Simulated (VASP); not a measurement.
# C in VASP: a series of runs, part 2 of 2

VASP 6.6.1. The steps go on from the part before.

### 3 Single point, PBEsol (strain +0.0500 x Voigt [0, 1, 0, 0, 0, 0])

INCAR

```
  ALGO = Normal
  EDIFF = 1E-6
  ENCUT = 520
  GGA = PS
  ISIF = 2
  ISMEAR = 0
  LASPH = T
  LCHARG = F
  LREAL = F
  LWAVE = F
  NBANDS = 11
  NELM = 80
  PREC = Accurate
  SIGMA = 0.15
```

KPOINTS

```
k-points
0
Gamma
  24 24 6
```

POSCAR

```
C
1.0
    2.4561701622      0.0000000000      0.0000000000
   -1.2280850811      2.2334610443      0.0000000000
    0.0000000000      0.0000000000      8.5238033600
C
2
Direct
    0.3333333333      0.6666666667      0.0000000000
    0.6666666667      0.3333333333      0.0000000000
```

Potentials or basis: VASP PAW PBE potentials, release 64 (C).

Launch:

```
> cat potpaw_PBE.64/C/POTCAR > POTCAR
> mpirun -np 1 vasp_std > vasp.out
```

OUTCAR:

```text
EDIFF = 1E-6
   ENCUT = 520
   GGA = PS
   ISIF = 2
   ISMEAR = 0
   LASPH = T
   LREAL = F
   NELM = 80
   PREC = Accurate

 ion  position               nearest neighbor table
   1  0.333  0.667  0.000-   2 1.44   2 1.44   2 1.49
   2  0.667  0.333  0.000-   1 1.44   1 1.44   1 1.49

  LATTYP: Found a base centered orthorhombic cell.
 ALAT       =     2.4561701622
 B/A-ratio  =     1.8186533479
 C/A-ratio  =     3.4703635323

  Lattice vectors:

 A1 = (   1.2280850811,  -2.2334610443,   0.0000000000)
 A2 = (   1.2280850811,   2.2334610443,   0.0000000000)
 A3 = (   0.0000000000,   0.0000000000,   8.5238033600)

Analysis of symmetry for initial positions (statically):
=====================================================================
 Subroutine PRICEL returns:
 Original cell was already a primitive cell.

 Routine SETGRP: Setting up the symmetry group for a
 base centered orthorhombic supercell.

 Subroutine GETGRP returns: Found  8 space group operations
 (whereof  8 operations were pure point group operations)
 out of a pool of  8 trial point group operations.

The static configuration has the point symmetry D_2h.

Analysis of symmetry for dynamics (positions and initial velocities):
=====================================================================
 Subroutine PRICEL returns:
 Original cell was already a primitive cell.

 Routine SETGRP: Setting up the symmetry group for a
 base centered orthorhombic supercell.

 Subroutine GETGRP returns: Found  8 space group operations
 (whereof  8 operations were pure point group operations)
 out of a pool of  8 trial point group operations.

The dynamic configuration has the point symmetry D_2h.

 Subroutine INISYM returns: Found  8 space group operations
 (whereof  8 operations are pure point group operations),
 and found     1 'primitive' translations

----------------------------------------------------------------------------------------

                                     Primitive cell

  volume of cell :      46.7595
[... 117 lines left out ...]
   IVDW    =     0    specifies the selected vdW correction
   LEPSILON=     F    determine dielectric tensor
   LRPA    =     F    only Hartree local field effects (RPA)
 non-spin polarized calculation
 Gauss-broadening in eV      SIGMA  =   0.15
  energy-cutoff  :      520.00
  volume of cell :       46.76
 maximum number of plane-waves:      1284
   NGX =  9   NGY =  9   NGZ = 31

 number of electron       7.9999998 magnetization

 Free energy of the ion-electron system (eV)
  ---------------------------------------------------
  ext. energy  EPLUGINS =         0.00000000
  ---------------------------------------------------
  free energy    TOTEN  =       -19.16166775 eV

  energy without entropy =      -19.16165461  energy(sigma->0) =      -19.16166118

 E-fermi :  -1.0291     XC(G=0):  -4.9276

 val. band max:       -1.3261540408   @ k =   0.3333   0.3333   0.0000
 cond. band min:      -0.7340310120   @ k =   0.3333   0.3333   0.5000
 fundamental gap:      0.5921230288
 Fermi energy:        -1.0291425264

 k-point     1 :       0.0000    0.0000    0.0000
  band No.  band energies     occupation
      1     -20.0418      2.00000
      2      -8.2827      2.00000
      3      -4.1854      2.00000
      4      -3.9305      2.00000
      5       2.2768      0.00000
      6       4.6476      0.00000
      7       6.0920      0.00000
      8       6.2101      0.00000
      9       7.3935      0.00000
     10       9.6683      0.00000
     11      10.5068      0.00000
[... 309 lines left out ...]
 k-point    24 :       0.4167    0.0417    0.0000
  band No.  band energies     occupation
      1     -15.7214      2.00000
      2     -12.8132      2.00000
      3      -7.5539      2.00000
      4      -3.5961      2.00000
      5       1.2433      0.00000
      6       5.4204      0.00000
      7       8.2954      0.00000
      8      10.2661      0.00000
      9      12.0158      0.00000
     10      12.1395      0.00000
     11      13.4486      0.00000

 [... further k-points ...]

------------------------ aborting loop because EDIFF is reached ----------------------------------------

  FORCE on cell =-STRESS in cart. coord.  units (eV):
  Direction    XX          YY          ZZ          XY          YZ          ZX
  --------------------------------------------------------------------------------------
  -------------------------------------------------------------------------------------
  Total       -0.5898180     -5.1312408     -0.0097149     -0.0000000      0.0000000      0.0000000
  in kB      -20.2096285   -175.8177525     -0.3328733     -0.0000000      0.0000000      0.0000000
  external PRESSURE =     -65.4534181 kB  Pullay stress =       0.0000000 kB

 VOLUME and BASIS-vectors are now :
 -----------------------------------------------------------------------------
  energy-cutoff  :      520.00
  volume of cell :       46.76
      direct lattice vectors                 reciprocal lattice vectors
     2.456170162  0.000000000  0.000000000     0.407137916  0.223867795  0.000000000
    -1.228085081  2.233461044  0.000000000     0.000000000  0.447735591  0.000000000
     0.000000000  0.000000000  8.523803360     0.000000000  0.000000000  0.117318521

 POSITION                                       TOTAL-FORCE (eV/Angst)
 -----------------------------------------------------------------------------------
     -0.00000      1.48897      0.00000         0.000000      0.270763     -0.000000
      1.22809      0.74449      0.00000        -0.000000     -0.270763      0.000000
 -----------------------------------------------------------------------------------
    total drift:                                0.000000     -0.000000      0.000000

  FREE ENERGIE OF THE ION-ELECTRON SYSTEM (eV)
  ---------------------------------------------------
  free  energy   TOTEN  =       -19.1616677509 eV

  energy  without entropy=      -19.1616546093  energy(sigma->0) =      -19.16166118
```

Run time: 1.8 min. Hardware: 1 thread of Intel Xeon 6975P-C (Granite Rapids), shared host; peak memory 0.36 GiB.

What came out:

* Free energy: -19.1617 eV
* Largest force: 0.271 eV/Å

Forces in eV/Å, atoms in the order of the input:
```
C    0.000  0.271  0.000
C    0.000 -0.271  0.000
```

Caveat: the cell differs from its parent crystal (strain +0.0500 x Voigt [0, 1, 0, 0, 0, 0]); the PAW data sets were made with another functional, which shifts forces and pressure a little.

### 4 Single point, PBEsol (strain +0.0750 x Voigt [0, 1, 0, 0, 0, 0])

INCAR

```
SYSTEM = C
PREC = Accurate
ENCUT = 520
EDIFF = 1E-6
ISMEAR = 0
SIGMA = 0.15
LREAL = .FALSE.
LASPH = .TRUE.
NELM = 80
ALGO = Normal
ISIF = 2
LWAVE = .FALSE.
LCHARG = .FALSE.
GGA = PS
NBANDS = 11
```

KPOINTS

```
Automatic mesh
0
G
  24 24 6
  0 0 0
```

POSCAR

```
C
1.0
    2.4561701622      0.0000000000      0.0000000000
   -1.2280850811      2.2866386882      0.0000000000
    0.0000000000      0.0000000000      8.5238033600
C
2
Direct
    0.3333333333      0.6666666667      0.0000000000
    0.6666666667      0.3333333333      0.0000000000
```

Launch:

```
> cat potpaw_PBE.64/C/POTCAR > POTCAR
> mpirun -np 1 vasp_std > vasp.out
```

It took 1.8 min on 1 thread of Intel Xeon 6975P-C (Granite Rapids), shared host; peak memory 0.36 GiB.

The run converged. Its results:

```
Free energy   : -19.0138 eV
Largest force : 0.185 eV/Å
```

Forces on the atoms (eV/Å):
```
C    0.000  0.185  0.000
C    0.000 -0.185  0.000
```

Caveat: the cell differs from its parent crystal (strain +0.0750 x Voigt [0, 1, 0, 0, 0, 0]); the PAW data sets were made with another functional, which shifts forces and pressure a little.

### 5 Summary

| cell | largest force (eV/Å) |
| --- | --- |
| a = 2.456, b = 2.502, c = 8.524 Å, angles 90.0, 90.0, 119.4°, 2 atoms | 0.21 |
| a = 2.456, b = 2.549, c = 8.524 Å, angles 90.0, 90.0, 118.8°, 2 atoms | 0.27 |
| a = 2.456, b = 2.596, c = 8.524 Å, angles 90.0, 90.0, 118.2°, 2 atoms | 0.18 |

Alike in all rows: task single point; level PBEsol; potentials or basis VASP PAW PBE potentials, release 64 (C); no spin polarisation; k mesh 24 × 24 × 6; cutoff (eV) 520; smearing gaussian 0.15 eV.

Caveats: the PAW data sets were made with another functional, which shifts forces and pressure a little.

Total energies depend on the potentials used, so only differences within one code and one set of settings carry meaning.
